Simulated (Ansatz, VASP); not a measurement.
# WSe2 in VASP and in Ansatz

```
Se W
1.0
     3.28549    0.00000    0.00000
    -1.64275    2.84532    0.00000
     0.00000    0.00000   24.23865
Se W
4 2
Cartesian
  0.0000 1.8969 4.5000
  0.0000 1.8969 7.8693
  -0.8214 3.3195 11.3793
  -0.8214 3.3195 14.7486
  1.6427 0.9484 6.1847
  0.8214 2.3711 13.0640
```

Alike in both runs: task single point; functional PBE; dispersion D3(BJ); k mesh 9 × 9 × 1; occupations gaussian, width 0.05 eV; no spin polarisation.

|  | VASP | Ansatz |
| --- | --- | --- |
| version | VASP 6.6.1 | Ansatz 0.2.0 |
| potentials or method | VASP PAW PBE potentials, release 64 (Se, W_sv), cutoff 520 eV | scalar-relativistic, plane waves, PAW |
| valence electrons in the cell | 52 | 92 |

Ansatz gave:

- gap on the k mesh at the Fermi level (eV): 1.55
- least direct gap on the mesh (eV): 1.66
- rms of the force components (eV/Å): 0.025

Q: What did VASP give for the same quantities?

A: gap on the k mesh at the Fermi level (eV): 1.56; least direct gap on the mesh (eV): 1.66; rms of the force components (eV/Å): 0.041.

VASP's potentials hold 52 valence electrons a cell and Ansatz's 92, so a difference there can come from the potentials and not from the codes.

Neither program's run includes spin-orbit coupling.
